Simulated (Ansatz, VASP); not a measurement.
**Two plane-wave programs on Ni**

```
CELL_PARAMETERS angstrom
-1.39845 1.39845 1.39845
1.39845 -1.39845 1.39845
1.39845 1.39845 -1.39845
ATOMIC_POSITIONS crystal
Ni 0.00000 0.00000 0.00000
```

Alike in both runs: task relaxation of cell and atoms; functional PBE; k mesh 16 × 16 × 16; occupations fermi-dirac, width 0.05 eV; collinear spin.

|  | VASP | Ansatz |
| --- | --- | --- |
| version | VASP 6.6.1 | Ansatz 0.2.0 |
| potentials or method | VASP PAW PBE potentials, release 64 (Ni), cutoff 600 eV | plane waves (420 eV) with PAW, scalar-relativistic |
| valence electrons in the cell | 10 | 18 |

Ansatz gave:

| Property | Result |
| --- | --- |
| net moment per atom (μB) | 0.55 |
| size of the moment on the site where the two differ most (μB) | 0.59 |
| relaxed volume (Å³/atom) | 10.98 |
| relaxed cell length with the largest relative difference (Å) | 2.425 |

What did VASP give for the same quantities?

net moment per atom (μB): 0.55; size of the moment on the site where the two differ most (μB): 0.56; relaxed volume (Å³/atom): 10.97; relaxed cell length with the largest relative difference (Å): 2.425.

Site moments also hang on the region over which each program counts them. VASP's potentials hold 10 valence electrons a cell and Ansatz's 18, so a difference there can come from the potentials and not from the codes.
